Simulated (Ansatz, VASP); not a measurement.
# One calculation of ScTi2O2, two programs

```
Sc Ti O
1.0
     1.52395    0.87985    7.40999
    -1.52395    0.87985    7.40999
     0.00000   -1.75970    7.40999
Sc Ti O
1 2 2
Direct
  0.00000 0.00000 0.00000
  0.78251 0.78251 0.78251
  0.21749 0.21749 0.21749
  0.39171 0.39171 0.39171
  0.60829 0.60829 0.60829
```

Alike in both runs: functional PBE; k mesh 12 × 12 × 12; occupations gaussian, width 0.1 eV; no spin polarisation.

Ansatz relaxed the structure, and its values are those at the end. VASP's run is a single point on that final structure, the one shown.

```csv
,VASP,Ansatz
version,VASP 6.6.1,Ansatz 0.2.0
potentials or method,"VASP PAW PBE potentials, release 64 (Sc_sv, Ti_sv, O), cutoff 520 eV","scalar-relativistic, plane waves, PAW"
valence electrons in the cell,47,47
```

```csv
,VASP,Ansatz,Ansatz less VASP
gap on the k mesh at the Fermi level (eV),none,none,-
pressure (GPa),0.6,0.0,-0.62
rms of the force components (eV/Å),0.021,0.000,-0.0213
```

A gap of «none» marks a metal or a gap that the smearing closes.
